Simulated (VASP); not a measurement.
**As: relaxation of cell and atoms with LDA**

As:

```xyz
1
Lattice="0.0000 2.2100 2.2100 2.2100 0.0000 2.2100 2.2100 2.2100 0.0000" Properties=species:S:1:pos:R:3 pbc="T T T"
As    0.0000    0.0000    0.0000
```

This isn't the form of As at room conditions, which is rhombohedral.

```yaml
Program: VASP 6.6.1
Task: relaxation of cell and atoms
Functional: LDA
Potentials_or_basis: VASP PAW LDA potentials, release 64 (As)
Cutoff: 500 eV
k_mesh: 16 × 16 × 16
Occupations: fermi-dirac, width 0.1 eV
Spin: no spin polarisation
Target_pressure: 10 GPa
Dipole_correction: no
Further_INCAR_settings: ALGO = Normal; EDIFF = 1e-07; IBRION = 2; EDIFFG = -0.01; NSW = 80; ISIF = 3
```

The relaxed volume is 16.65 Å³/atom. The relaxed cell is a = 2.866 Å, b = 2.866 Å, c = 2.866 Å, α = 60.00°, β = 60.00°, γ = 60.00°. The space group after relaxing (to 0.1 Å) is Fm-3m (No. 225), the energy change on relaxing (the run minimises the enthalpy) is -92.8 meV/atom and the ionic steps are 7. The pressure after relaxing is 10.0 GPa. The band gap on the k mesh is zero (an odd number of electrons rules out a gap without spin polarisation).

The path:
```tsv
step	energy change (eV)	largest force (eV/Å)	pressure (GPa)	volume (Å³)
1	0.0000	0.0000	-11.14	21.59
2	0.3548	0.0000	46.56	13.85
3	-0.0998	0.0000	9.04	16.77
4	-0.0942	0.0000	9.81	16.68
5	-0.0886	0.0000	10.53	16.59
6	-0.0963	0.0000	9.54	16.71
7	-0.0928	0.0000	10.00	16.65
```

Final structure:
```xyz
1
Lattice="0.0000 2.0269 2.0269 2.0269 0.0000 2.0269 2.0269 2.0269 0.0000" Properties=species:S:1:pos:R:3 pbc="T T T"
As    0.0000    0.0000    0.0000
```

Levels at points of the mesh, in eV from the Fermi level:
```tsv
k point	band 1	band 2	band 3	band 4	band 5	band 6
(0.00, 0.00, 0.00)	-16.42	6.81	6.81	6.81	12.98	12.98
(0.50, 0.00, 0.00)	-11.15	-7.76	4.75	4.75	10.84	11.78
(0.50, 0.50, 0.00)	-8.85	-6.50	0.59	0.59	5.20	5.59
```

Run time: 15 s on 1 thread of Intel(R) Xeon(R) 6975P-C (Granite Rapids), with other jobs on the host, peak memory 0.14 GiB.

Caveat: the cell is relaxed towards a set pressure, so the run minimises the enthalpy, not the energy; the volume moved by over 15 % at a fixed basis, so the end points are rough.
